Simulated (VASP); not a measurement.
A run of VASP 6.6.1 is set up as follows.

The input INCAR:

```
SYSTEM = SnO2
PREC = Accurate
ENCUT = 520
EDIFF = 1E-7
ISMEAR = -1
SIGMA = 0.05
LREAL = .FALSE.
LASPH = .TRUE.
NELM = 100
ALGO = Normal
ISIF = 2
LWAVE = .FALSE.
LCHARG = .FALSE.
GGA = PE
NBANDS = 35
```

Contents of KPOINTS:

```
regular mesh
0
G
  9 9 3
  0 0 0
```

File POSCAR:

```
SnO2
1.0
    3.2088932479      0.0000000000      0.0000000000
   -1.6044466240      2.7789830708      0.0000000000
    0.0000000000      0.0000000000     10.7181399387
Sn O
2 4
Direct
    0.0000000000      0.0000000000      0.0000000000
    0.0000000000      0.0000000000      0.5000000000
    0.3333333333      0.6666666667      0.9058620000
    0.3333333333      0.6666666667      0.5941380000
    0.6666666667      0.3333333333      0.0941380000
    0.6666666667      0.3333333333      0.4058620000
```

Potentials or basis: VASP PAW PBE potentials, release 64 (Sn_d, O).

Run with:

```bash
$ cat potpaw_PBE.64/Sn_d/POTCAR potpaw_PBE.64/O/POTCAR > POTCAR
$ mpirun -np 1 vasp_std > vasp.out
```

(1) Predict the band gap on the k mesh.

(2) Predict the pressure.

Answers

(1) 2.21 eV (least direct gap 2.63 eV).

(2) 2.8 GPa.

Caveat: spin-orbit coupling is left out, which moves the levels of the heavy elements.
